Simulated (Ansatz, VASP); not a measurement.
# One calculation of CO2, two programs

INCAR

```
SYSTEM = CO2
PREC = Accurate
ENCUT = 520
EDIFF = 1E-6
ISMEAR = 0
SIGMA = 0.02
LREAL = .False.
LASPH = .True.
NELM = 80
ALGO = Normal
ISIF = 2
LWAVE = .False.
LCHARG = .False.
GGA = PE
NBANDS = 25
```

KPOINTS

```
Automatic mesh
0
Gamma
  6 6 4
  0 0 0
```

POSCAR

```
CO2
1.0
    2.7538946167     -2.4509778731      0.0668465874
    2.7538946167      2.4509778731     -0.0668465874
    0.0000000000     -0.1844408975      6.2294913124
C O
2 4
Direct
    0.0016388974      0.0016388974      0.0000000000
    0.4910522498      0.4910522498      0.5000000000
    0.8056983962      0.1943826489      0.8868885614
    0.1943826489      0.8056983962      0.1131114386
    0.6968667879      0.3103610197      0.3933919350
    0.3103610197      0.6968667879      0.6066080650
```

Input for Ansatz:

```yaml
crystal:
  lattice:
    - [2.7538946167, -2.4509778731, 0.0668465874]
    - [2.7538946167, 2.4509778731, -0.0668465874]
    - [0.0, -0.1844408975, 6.2294913124]
  atoms:
    - { symbol: C, position: [0.0016388974, 0.0016388974, 0.0] }
    - { symbol: C, position: [0.4910522498, 0.4910522498, 0.5] }
    - { symbol: O, position: [0.8056983962, 0.1943826489, 0.8868885614] }
    - { symbol: O, position: [0.1943826489, 0.8056983962, 0.1131114386] }
    - { symbol: O, position: [0.6968667879, 0.3103610197, 0.393391935] }
    - { symbol: O, position: [0.3103610197, 0.6968667879, 0.606608065] }
basis:
  ecutwfc: 420
kpoints:
  mp_grid: { grid: [6, 6, 4] }
hamiltonian:
  xc: pbe
scf:
  occupations: { method: gaussian, width: 0.02 }
output:
  forces: true
  stress: true
  eigenvalues: true
  populations: true
```

Alike in both runs: task single point; functional PBE; k mesh 6 × 6 × 4; occupations gaussian, width 0.02 eV; no spin polarisation.

```csv
,VASP,Ansatz
version,VASP 6.6.1,Ansatz 0.2.0
potentials or method,"VASP PAW PBE potentials, release 64 (C, O), cutoff 520 eV","scalar-relativistic, plane waves, PAW"
valence electrons in the cell,32,32
```

Ansatz gave:

- gap on the k mesh at the Fermi level (eV): 6.34
- least direct gap on the mesh (eV): 6.72
- pressure (GPa): 2.4
- traceless stress, the component that is largest in VASP (GPa): 19.78
- rms of the force components (eV/Å): 2.139

**Question.** Estimate VASP's values.

**Answer.** gap on the k mesh at the Fermi level (eV): 6.31; least direct gap on the mesh (eV): 6.70; pressure (GPa): 4.0; traceless stress, the component that is largest in VASP (GPa): 20.48; rms of the force components (eV/Å): 2.269.

Atom by atom the forces differ by 0.325 eV/Å (rms over components). With one functional, cell and mesh, what is left measures potentials, basis and numerics.

Noted on VASP's run: the standard files for N, O and F lose accuracy on very short bonds.
